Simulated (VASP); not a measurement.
Wanted: the native input for a VASP 6.6.1 run.

| Item | Value |
| --- | --- |
| Task | single point |
| Functional | PBEsol |
| Potentials or basis | VASP PAW PBE potentials, release 64 (Al, Co) |
| Cutoff | 520 eV |
| k mesh | 22 × 22 × 22 |
| Occupations | gaussian, width 0.15 eV |
| Spin | no spin polarisation |
| Dipole correction | no |
| Further INCAR settings | ALGO = Fast; EDIFF = 1e-06; NBANDS = 13 |

The structure of AlCo lies in POSCAR:

```
AlCo
1.0
    2.6532304036      0.0000000000      0.0000000000
    0.0000000000      2.6532304036      0.0000000000
    0.0000000000      0.0000000000      2.8225855357
Al Co
1 1
Direct
    0.0000000000      0.0000000000      0.0000000000
    0.5000000000      0.5000000000      0.5000000000
```

This cell differs from its parent crystal: strain -0.0600 x Voigt [1, 1, 0, 0, 0, 0].

One way to write it, as run:

INCAR

```
SYSTEM = AlCo
PREC = Accurate
ENCUT = 520
EDIFF = 1E-6
ISMEAR = 0
SIGMA = 0.15
LREAL = .FALSE.
LASPH = .TRUE.
NELM = 60
ALGO = Fast
ISIF = 2
LWAVE = .FALSE.
LCHARG = .TRUE.
GGA = PS
LELF = .TRUE.
LVHAR = .TRUE.
NBANDS = 13
```

KPOINTS

```
Automatic mesh
0
G
  22 22 22
  0 0 0
```

Potentials or basis: VASP PAW PBE potentials, release 64 (Al, Co).

Run with:

```sh
$ cat potpaw_PBE.64/Al/POTCAR potpaw_PBE.64/Co/POTCAR > POTCAR
$ mpirun -np 1 vasp_std > vasp.out
```

Results of the run:

```json
{
  "Pressure": "32.1 GPa",
  "Band gap on the k mesh": "zero (band 6 reaches 14.90 eV, above the bottom of band 7 at 12.24 eV)"
}
```

Caveat: the cell differs from its parent crystal (strain -0.0600 x Voigt [1, 1, 0, 0, 0, 0]); the PAW data sets were made with another functional, which shifts forces and pressure a little.

Wall time 2.3 min on 1 thread of AMD EPYC 9R45 96-Core Processor (Zen 5) (shared host), peak memory 0.32 GiB.
